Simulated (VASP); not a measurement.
# Co: single point with LDA

Crystal: Co.

```
CELL_PARAMETERS angstrom
0.00000 3.12918 3.12918
3.12918 0.00000 3.12918
3.12918 3.12918 0.00000
ATOMIC_POSITIONS crystal
Co 0.25000 0.25000 0.25000
Co 0.00000 0.00000 0.00000
Co 0.62500 0.62500 0.12500
Co 0.62500 0.12500 0.62500
Co 0.12500 0.62500 0.62500
Co 0.62500 0.62500 0.62500
```

This isn't the form of Co at room conditions, which is hcp.

| Item | Value |
| --- | --- |
| Program | VASP 6.6.1 |
| Task | single point |
| Functional | LDA |
| Potentials or basis | VASP PAW LDA potentials, release 64 (Co_sv) |
| Cutoff | 690 eV |
| k mesh | 6 × 6 × 6 |
| Occupations | fermi-dirac, width 0.15 eV |
| Spin | collinear spin, ferromagnetic start |
| Starting moments | [1.8, 1.8, 1.8, 1.8, 1.8, 1.8] μB |
| Dipole correction | no |
| Further INCAR settings | ALGO = Normal; EDIFF = 1e-06; NBANDS = 64 |

* Pressure: 6.1 GPa
* Net moment: 8.38 μB per cell
* Site moments: Co +1.64, +1.31 (each value once) μB
* Valence electrons inside the program's atomic spheres: Co 15.01, 15.24 (each value once)

Levels at points of the mesh, in eV from the Fermi level:
Spin up:
```
           k point  band 52  band 53  band 54  band 55  band 56  band 57  band 58  band 59
(0.00, 0.00, 0.00)    -0.62     0.39     0.39     0.39     1.42     3.14     3.14     3.14
(0.50, 0.00, 0.00)    -0.86    -0.86    -0.57    -0.57     0.39     2.42     2.69     2.69
(0.50, 0.50, 0.00)    -1.07    -1.00    -1.00    -0.81    -0.81     1.80     1.80     2.62
```
Spin down:
| k point | band 42 | band 43 | band 44 | band 45 | band 46 | band 47 | band 48 | band 49 | band 50 | band 51 |
| --- | --- | --- | --- | --- | --- | --- | --- | --- | --- | --- |
| (0.00, 0.00, 0.00) | -1.04 | -0.67 | -0.67 | 0.04 | 0.04 | 0.04 | 0.53 | 0.53 | 0.53 | 0.94 |
| (0.50, 0.00, 0.00) | -0.77 | -0.72 | -0.72 | -0.38 | -0.38 | -0.34 | -0.03 | 0.11 | 0.19 | 0.19 |
| (0.50, 0.50, 0.00) | -1.65 | -0.58 | -0.58 | -0.31 | -0.31 | -0.24 | -0.24 | 0.38 | 0.38 | 0.43 |

Wall time 2.9 min on 1 thread of Intel(R) Xeon(R) 6975P-C (Granite Rapids), with other jobs on the host, peak memory 0.27 GiB.

Caveat: the cell stands under pressure.
